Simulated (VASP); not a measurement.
Set up this calculation in VASP 6.6.1, as the native input.

```yaml
Task: single point
Functional: PBE
Potentials_or_basis: VASP PAW PBE potentials, release 64 (Mo_sv, S)
Cutoff: 520 eV
k_mesh: 10 × 10 × 3
Occupations: fermi-dirac, width 0.03 eV
Spin: no spin polarisation
Dipole_correction: no
Further_INCAR_settings: ALGO = Normal; EDIFF = 1e-06; NBANDS = 35
```

The structure of MoS2 lies in POSCAR:

```
MoS2
1.0
    3.1397861865      0.0000000000      0.0000000000
   -1.5698930933      2.7191346000      0.0000000000
    0.0000000000      0.0000000000     12.2124807351
Mo S
2 4
Direct
    0.3333333333      0.6666666667      0.2500000000
    0.6666666667      0.3333333333      0.7500000000
    0.3333333333      0.6666666667      0.6275000000
    0.6666666667      0.3333333333      0.1275000000
    0.3333333333      0.6666666667      0.8725000000
    0.6666666667      0.3333333333      0.3725000000
```

These files were run (other wordings do the same):

INCAR

```
PREC = Accurate ; ENCUT = 520
EDIFF = 1E-6 ; ISMEAR = -1
SIGMA = 0.03 ; LREAL = F
LASPH = T ; NELM = 80
ALGO = Normal ; ISIF = 2
LWAVE = F ; LCHARG = F
GGA = PE ; NBANDS = 35
```

KPOINTS

```
Automatic mesh
0
Gamma
  10 10 3
```

Potentials or basis: VASP PAW PBE potentials, release 64 (Mo_sv, S).

Run with:

```bash
$ cat potpaw_PBE.64/Mo_sv/POTCAR potpaw_PBE.64/S/POTCAR > POTCAR
$ mpirun -np 1 vasp_std > vasp.out
```

Results of the run:

* Pressure: 12.4 GPa
* Largest force: 1.584 eV/Å
* Band gap on the k mesh: 0.88 eV (least direct gap 1.92 eV)

Caveat: the cell stands under pressure; an odd mesh through Γ misses points on the zone boundary, where band edges can lie; this functional lacks dispersion, which binds the layers, so the pressure and a relaxed spacing across them are unreliable; forces of over 1 eV/Å act on the atoms, so gaps and moduli don't describe the material at rest.

It took 2.1 min on 1 thread of Intel Xeon 8259CL (shared host), peak memory 0.26 GiB.
